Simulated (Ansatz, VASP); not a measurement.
Two plane-wave programs on KTaO3

Contents of INCAR:

```
SYSTEM = KTaO3
PREC = Accurate
ENCUT = 520
EDIFF = 1E-6
ISMEAR = 0
SIGMA = 0.05
LREAL = .False.
LASPH = .True.
NELM = 60
ALGO = Normal
ISIF = 2
LWAVE = .False.
LCHARG = .True.
GGA = PE
LELF = .True.
LVHAR = .True.
NBANDS = 27
```

Contents of KPOINTS:

```
regular mesh
0
Gamma
  8 8 8
  0 0 0
```

POSCAR

```
KTaO3
1.0
    3.5533502320      0.0000000000      0.0000000000
    0.0000000000      3.5533502320      0.0000000000
    0.0000000000      0.0000000000      5.0244372281
K Ta O
1 1 3
Direct
    0.5000000000      0.5000000000      0.5000000000
    0.0000000000      0.0000000000      0.0000000000
    0.5000000000      0.0000000000      0.0000000000
    0.0000000000      0.5000000000      0.0000000000
    0.0000000000      0.0000000000      0.5000000000
```

Input for Ansatz:

```yaml
crystal:
  lattice:
    - [3.553350232, 0.0, 0.0]
    - [0.0, 3.553350232, 0.0]
    - [0.0, 0.0, 5.0244372281]
  atoms:
    - { symbol: K, position: [0.5, 0.5, 0.5] }
    - { symbol: Ta, position: [0.0, 0.0, 0.0] }
    - { symbol: O, position: [0.5, 0.0, 0.0] }
    - { symbol: O, position: [0.0, 0.5, 0.0] }
    - { symbol: O, position: [0.0, 0.0, 0.5] }
basis:
  ecutwfc: 420
kpoints:
  mp_grid: { grid: [8, 8, 8] }
hamiltonian:
  xc: pbe
scf:
  occupations: { method: gaussian, width: 0.05 }
output:
  forces: true
  stress: true
  eigenvalues: true
  write_density: true
  write_potential: true
  elf: true
  volumetric_format: npy
```

Alike in both runs: task single point; functional PBE; k mesh 8 × 8 × 8; occupations gaussian, width 0.05 eV; no spin polarisation.

```csv
,VASP,Ansatz
version,VASP 6.6.1,Ansatz 0.2.0
potentials or method,"VASP PAW PBE potentials, release 64 (K_sv, Ta_pv, O), cutoff 520 eV","scalar-relativistic, plane waves, PAW"
valence electrons in the cell,38,40
```

```csv
,VASP,Ansatz,Ansatz less VASP
gap on the k mesh at the Fermi level (eV),1.12,1.14,+0.028
least direct gap on the mesh (eV),1.12,1.14,+0.028
```

VASP's potentials hold 38 valence electrons a cell and Ansatz's 40, so a difference there can come from the potentials and not from the codes.

Spin-orbit coupling is off throughout.
